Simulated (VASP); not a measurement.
# Ta3N (P-62m) in VASP: further runs, part 2 of 2

VASP 6.6.1. The steps go on from the part before.

### 4 Single point, PBE, collinear spin

This run uses another cell than the first one, of 17.76 Å³/atom.

The input, INCAR:

```
SYSTEM = Ta3N
  PREC = Accurate
  ENCUT = 520
  EDIFF = 1E-7
  ISMEAR = 0
  SIGMA = 0.1
  LREAL = .FALSE.
  LASPH = .TRUE.
  NELM = 150
  ALGO = Normal
  ISIF = 2
  LWAVE = .FALSE.
  LCHARG = .TRUE.
  ISPIN = 2
  MAGMOM = 1 1 1 0
  LORBIT = 11
  LMAXMIX = 4
  GGA = PE
  LELF = .TRUE.
  LVHAR = .TRUE.
  NBANDS = 31
```

The input, KPOINTS:

```
regular mesh
0
G
  6 6 6
  0 0 0
```

The input, POSCAR:

```
Ta3N
1.0
    5.3770105764      0.0000000000      0.0000000000
   -2.6885052882      4.6566277556      0.0000000000
    0.0000000000      0.0000000000      2.8367002139
Ta N
3 1
Direct
    0.6412711815      0.0000000000      0.5000000000
    0.0000000000      0.6412711815      0.5000000000
    0.3587288185      0.3587288185      0.5000000000
    0.0000000000      0.0000000000      0.5000000000
```

Potentials or basis: VASP PAW PBE potentials, release 64 (Ta_pv, N).

Started as:

```sh
> cat potpaw_PBE.64/Ta_pv/POTCAR potpaw_PBE.64/N/POTCAR > POTCAR
> mpirun -np 1 vasp_std > vasp.out
```

OUTCAR:

```text
SYSTEM = Ta3N
   PREC = Accurate
   ENCUT = 520
   EDIFF = 1E-7
   ISMEAR = 0
   LREAL = .FALSE.
   LASPH = .TRUE.
   NELM = 150
   ISIF = 2
   ISPIN = 2
   LORBIT = 11
   GGA = PE

 ion  position               nearest neighbor table
   1  0.641  0.000  0.500-   4 1.93   3 2.99   2 2.99   3 2.99   2 2.99   3 3.34   2 3.34
   2  0.000  0.641  0.500-   4 1.93   3 2.99   3 2.99   1 2.99   1 2.99   1 3.34   3 3.34
   3  0.359  0.359  0.500-   4 1.93   2 2.99   2 2.99   1 2.99   1 2.99   1 3.34   2 3.34
   4  0.000  0.000  0.500-   1 1.93   2 1.93   3 1.93

  LATTYP: Found a hexagonal cell.
 ALAT       =     5.3770105764
 C/A-ratio  =     0.5275608395

  Lattice vectors:

 A1 = (   5.3770105764,   0.0000000000,   0.0000000000)
 A2 = (  -2.6885052882,   4.6566277556,   0.0000000000)
 A3 = (   0.0000000000,   0.0000000000,   2.8367002139)

Analysis of symmetry for initial positions (statically):
=====================================================================
 Subroutine PRICEL returns:
 Original cell was already a primitive cell.

 Routine SETGRP: Setting up the symmetry group for a
 hexagonal supercell.

 Subroutine GETGRP returns: Found 12 space group operations
 (whereof 12 operations were pure point group operations)
 out of a pool of 24 trial point group operations.

The static configuration has the point symmetry D_3h.

Analysis of symmetry for dynamics (positions and initial velocities):
=====================================================================
 Subroutine PRICEL returns:
 Original cell was already a primitive cell.

 Routine SETGRP: Setting up the symmetry group for a
 hexagonal supercell.

 Subroutine GETGRP returns: Found 12 space group operations
 (whereof 12 operations were pure point group operations)
 out of a pool of 24 trial point group operations.

The dynamic configuration has the point symmetry D_3h.

Analysis of structural, dynamic, and magnetic symmetry:
=====================================================================
 Subroutine PRICEL returns:
 Original cell was already a primitive cell.

 Routine SETGRP: Setting up the symmetry group for a
 hexagonal supercell.

 Subroutine GETGRP returns: Found 12 space group operations
 (whereof 12 operations were pure point group operations)
 out of a pool of 24 trial point group operations.

The overall configuration has the point symmetry D_3h.

 Subroutine INISYM returns: Found 12 space group operations
 (whereof 12 operations are pure point group operations),
 and found     1 'primitive' translations

----------------------------------------------------------------------------------------

                                     Primitive cell

  volume of cell :      71.0274

  direct lattice vectors                    reciprocal lattice vectors
     5.377010576  0.000000000  0.000000000     0.185976945  0.107373839  0.000000000
    -2.688505288  4.656627756  0.000000000     0.000000000  0.214747678  0.000000000
     0.000000000  0.000000000  2.836700214     0.000000000  0.000000000  0.352522270

  length of vectors
     5.377010576  5.377010576  2.836700214     0.214747678  0.214747678  0.352522270

  position of ions in fractional coordinates (direct lattice)
     0.641271182  0.000000000  0.500000000
     0.000000000  0.641271182  0.500000000
     0.358728818  0.358728818  0.500000000
     0.000000000  0.000000000  0.500000000

  ion indices of the primitive-cell ions
   primitive index   ion index
                 1           1
                 2           2
[... 73 lines left out ...]
   NELM   =    150;   NELMIN=  2; NELMDL= -5     # of ELM steps
   EDIFF  = 0.1E-06   stopping-criterion for ELM
   LREAL  =      F    real-space projection
   EDIFFG = 0.1E-05   stopping-criterion for IOM
   NSW    =      0    number of steps for IOM
   IBRION =     -1    ionic relax: 0-MD 1-quasi-New 2-CG
   NFREE  =      0    steps in history (QN), initial steepest desc. (CG)
   ISIF   =      2    stress and relaxation
   ISYM   =      2    0-nonsym 1-usesym 2-fastsym
   POTIM  = 0.5000    time-step for ionic-motion
   TEBEG  =    0.0;   TEEND  =   0.0 temperature during run
   PSTRESS=    0.0 pullay stress
   NELECT =      38.0000    total number of electrons
   NUPDOWN=      -1.0000    fix difference up-down
   EMIN   =  10.00;   EMAX   =-10.00  energy-range for DOS
   EFERMI =   0.00;   METHOD = LEGACY
   ISMEAR =     0;   SIGMA  =   0.10  broadening in eV -4-tet -1-fermi 0-gaus
   EFERMI_NEDOS =   21; number of points for ismear=-14 and -15
   IALGO  =     38    algorithm
   IMIX   =      4    mixing-type and parameters
     AMIX     =   0.40;   BMIX     =  1.00
     AMIX_MAG =   1.60;   BMIX_MAG =  1.00
  volume/ion in A,a.u.               =      17.76       119.83
  Fermi-wavevector in a.u.,A,eV,Ry     =   1.329007  2.511460 24.031437  1.766261
  Thomas-Fermi vector in A             =   2.458202
   LORBIT       =     11    0 simple, 1 ext, 2 COOP (PROOUT), +10 PAW based schemes
   GGA     = PE    functional components
   LHFCALC =     F    Hartree Fock is set to
   AEXX    =    0.0000 exact exchange contribution
   IVDW    =     0    specifies the selected vdW correction
   LEPSILON=     F    determine dielectric tensor
   LRPA    =     F    only Hartree local field effects (RPA)
 spin polarized calculation
 Gauss-broadening in eV      SIGMA  =   0.10
  energy-cutoff  :      520.00
  volume of cell :       71.03
 maximum number of plane-waves:      1931
 NGX is ok and might be reduce to    40
   NGX = 19   NGY = 19   NGZ = 11

 number of electron      38.0000002 magnetization      -0.0000418

 number of electron      38.0000002 magnetization       0.0001107

 Free energy of the ion-electron system (eV)
  ---------------------------------------------------
  ext. energy  EPLUGINS =         0.00000000
  ---------------------------------------------------
  free energy    TOTEN  =       -42.45969324 eV

  energy without entropy =      -42.44553618  energy(sigma->0) =      -42.45261471

 E-fermi :   4.7378     XC(G=0): -11.6669

 val. band max:        4.7253320016   @ k =   0.5000   0.0000   0.5000
 cond. band min:       4.7399549024   @ k =   0.3333   0.1667   0.0000
 fundamental gap:      0.0146229008
 Fermi energy:         4.7378211414

 spin component 1

 k-point     1 :       0.0000    0.0000    0.0000
  band No.  band energies     occupation
      1     -29.9527      1.00000
      2     -29.9245      1.00000
      3     -29.9245      1.00000
      4     -29.8550      1.00000
      5     -29.3619      1.00000
      6     -29.3619      1.00000
[... 805 lines left out ...]
     30      11.8984      0.00000
     31      12.5493      0.00000

 [... further k-points ...]

 spin component 2

 k-point     1 :       0.0000    0.0000    0.0000
  band No.  band energies     occupation
      1     -29.9527      1.00000
      2     -29.9246      1.00000
      3     -29.9246      1.00000
      4     -29.8550      1.00000
      5     -29.3619      1.00000
      6     -29.3619      1.00000
[... 805 lines left out ...]
     30      11.8985      0.00000
     31      12.5493      0.00000

 [... further k-points ...]
[... 5 lines left out ...]
  --------------------------------------------------------------------------------------
  -------------------------------------------------------------------------------------
  Total        0.3402023      0.3402023      0.1085105      0.0000000      0.0000000     -0.0000000
  in kB        7.6740021      7.6740021      2.4476911      0.0000000      0.0000000     -0.0000000
  external PRESSURE =       5.9318984 kB  Pullay stress =       0.0000000 kB

 VOLUME and BASIS-vectors are now :
 -----------------------------------------------------------------------------
  energy-cutoff  :      520.00
  volume of cell :       71.03
      direct lattice vectors                 reciprocal lattice vectors
     5.377010576  0.000000000  0.000000000     0.185976945  0.107373839  0.000000000
    -2.688505288  4.656627756  0.000000000     0.000000000  0.214747678  0.000000000
     0.000000000  0.000000000  2.836700214     0.000000000  0.000000000  0.352522270

 POSITION                                       TOTAL-FORCE (eV/Angst)
 -----------------------------------------------------------------------------------
      3.44812      0.00000      1.41835        -0.102063      0.000000     -0.000000
     -1.72406      2.98616      1.41835         0.051032     -0.088390     -0.000000
      0.96444      1.67047      1.41835         0.051032      0.088390      0.000000
      0.00000      0.00000      1.41835         0.000000     -0.000000      0.000000
 -----------------------------------------------------------------------------------
    total drift:                                0.000000      0.000001     -0.000001

  FREE ENERGIE OF THE ION-ELECTRON SYSTEM (eV)
  ---------------------------------------------------
  free  energy   TOTEN  =       -42.4596932448 eV

  energy  without entropy=      -42.4455361847  energy(sigma->0) =      -42.45261471

 total charge

# of ion       s       p       d       tot
------------------------------------------
    1        0.379   6.146   2.378   8.904
    2        0.379   6.146   2.378   8.904
    3        0.379   6.146   2.378   8.904
    4        1.293   2.554   0.000   3.847
--------------------------------------------------
tot          2.429  20.993   7.135  30.558

 magnetization (x)

# of ion       s       p       d       tot
------------------------------------------
    1        0.000   0.000   0.000   0.000
    2        0.000   0.000   0.000   0.000
    3        0.000   0.000   0.000   0.000
    4       -0.000  -0.000   0.000  -0.000
--------------------------------------------------
tot          0.000   0.000   0.000   0.000
```

OSZICAR:

```text
N       E                     dE             d eps       ncg     rms          rms(c)
DAV:   1     0.352374839269E+03    0.35237E+03   -0.20406E+04  3472   0.122E+03
DAV:   2    -0.296903652560E+02   -0.38207E+03   -0.36809E+03  3918   0.382E+02
DAV:   3    -0.465756584195E+02   -0.16885E+02   -0.16595E+02  4274   0.771E+01
DAV:   4    -0.467853241920E+02   -0.20967E+00   -0.20942E+00  3892   0.905E+00
DAV:   5    -0.467873608422E+02   -0.20367E-02   -0.20365E-02  4302   0.849E-01    0.300E+01
DAV:   6    -0.428479192447E+02    0.39394E+01   -0.16650E+01  4164   0.226E+01    0.124E+01
DAV:   7    -0.425165940335E+02    0.33133E+00   -0.15604E+00  3942   0.777E+00    0.782E+00
DAV:   8    -0.424688493136E+02    0.47745E-01   -0.45745E-01  3982   0.386E+00    0.159E+00
DAV:   9    -0.424607542702E+02    0.80950E-02   -0.18737E-02  4125   0.784E-01    0.626E-01
DAV:  10    -0.424597086449E+02    0.10456E-02   -0.35641E-03  4144   0.362E-01    0.327E-01
DAV:  11    -0.424597506212E+02   -0.41976E-04   -0.95382E-04  4208   0.207E-01    0.661E-02
DAV:  12    -0.424597179824E+02    0.32639E-04   -0.10606E-04  4054   0.790E-02    0.366E-02
DAV:  13    -0.424597025467E+02    0.15436E-04   -0.19342E-05  4138   0.322E-02    0.173E-02
DAV:  14    -0.424596932211E+02    0.93256E-05   -0.13453E-06  3922   0.885E-03    0.491E-03
DAV:  15    -0.424596932448E+02   -0.23756E-07   -0.40766E-07  3595   0.352E-03
   1 F= -.42459693E+02 E0= -.42452615E+02  d E =-.141571E-01  mag=     0.0000
```

stdout:

```text
POSCAR found type information on POSCAR TaN
 POSCAR found :  2 types and       4 ions
 scaLAPACK will be used
 LDA part: xc-table for (Slater+PW92), standard interpolation
 POSCAR, INCAR and KPOINTS ok, starting setup
 FFT: planning ... GRIDC
 FFT: planning ... GRID_SOFT
 FFT: planning ... GRID
 WAVECAR not read
 entering main loop
```

It took 2.9 min on 1 thread of Intel Xeon 8259CL, shared host; peak memory 0.27 GiB.

Results:

```
Free energy                                           : -42.4597 eV
Pressure                                              : 0.6 GPa
Largest force                                         : 0.102 eV/Å
Band gap on the k mesh                                : zero (filled and empty bands overlap)
Net moment                                            : 0.00 μB per cell
Valence electrons inside the program's atomic spheres : Ta 8.90; N 3.85
```

Forces in eV/Å, atoms in the order of the input:
```
Ta  -0.102  0.000  0.000
Ta   0.051 -0.088  0.000
Ta   0.051  0.088  0.000
N    0.000  0.000  0.000
```

Stress tensor (GPa, compression positive):
```
0.77 0.00 0.00
0.00 0.77 0.00
0.00 0.00 0.24
```

Caveat: the k points lie up to 0.37 Å⁻¹ apart, too coarse for converged energies and pressures of a metal; spin-orbit coupling is left out, which moves the levels of the heavy elements.

### 5 Overview

```csv
task,spin,cell,k mesh,cutoff (eV),gap on the mesh (eV),pressure (GPa),moment (μB),largest force (eV/Å)
relaxation of cell and atoms,off,"relaxed from a = 5.336, b = 5.336, c = 2.922 Å, angles 90.0, 90.0, 120.0°, 4 atoms, atomic positions A",6 × 6 × 6,600,none,0.1,-,0.03
single point,collinear,"a = 4.395, b = 4.395, c = 4.454 Å, angles 90.0, 90.0, 120.0°, 4 atoms, atomic positions B",6 × 6 × 4,520,none,111.3,0.00,12.09
single point,collinear,"a = 5.377, b = 5.377, c = 2.837 Å, angles 90.0, 90.0, 120.0°, 4 atoms, atomic positions C",6 × 6 × 6,520,none,0.6,0.00,0.10
```

Alike in all rows: level PBE; potentials or basis VASP PAW PBE potentials, release 64 (Ta_pv, N); smearing gaussian 0.1 eV.

Caveats: some runs use coarse meshes; spin-orbit coupling is left out, which moves the levels of the heavy elements; the cell stands under pressure (at least some runs); forces of over 1 eV/Å act on the atoms, so gaps and moduli don't describe the material at rest (at least some runs).

Total energies depend on the potentials used, so only differences within one code and one set of settings carry meaning.
